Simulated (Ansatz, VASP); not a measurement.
## Pt in VASP and in Ansatz

```
Pt
1.0
     0.00000    1.98506    1.98506
     1.98506    0.00000    1.98506
     1.98506    1.98506    0.00000
Pt
1
Direct
  0.00000 0.00000 0.00000
```

Alike in both runs: task relaxation of cell and atoms; functional LDA; k mesh 18 × 18 × 18; occupations gaussian, width 0.1 eV; no spin polarisation.

|  | VASP | Ansatz |
| --- | --- | --- |
| version | VASP 6.6.1 | Ansatz 0.2.0 |
| potentials or method | VASP PAW LDA potentials, release 64 (Pt_sv_GW), cutoff 570 eV | scalar-relativistic, plane waves, PAW |
| valence electrons in the cell | 18 | 18 |

|  | VASP | Ansatz | Ansatz less VASP |
| --- | --- | --- | --- |
| gap on the k mesh at the Fermi level, each at its own relaxed structure (eV) | none | none | - |
| relaxed volume (Å³/atom) | 14.76 | 14.76 | +0.001 |
| relaxed length of the cell vector where the two differ most in proportion (Å) | 2.753 | 2.753 | +0.0001 |

LDA's correlation is that of Perdew and Zunger in VASP and of Perdew and Wang (1992) in Ansatz. A gap of «none» marks a metal or a gap that the smearing closes.

Spin-orbit coupling is off throughout.
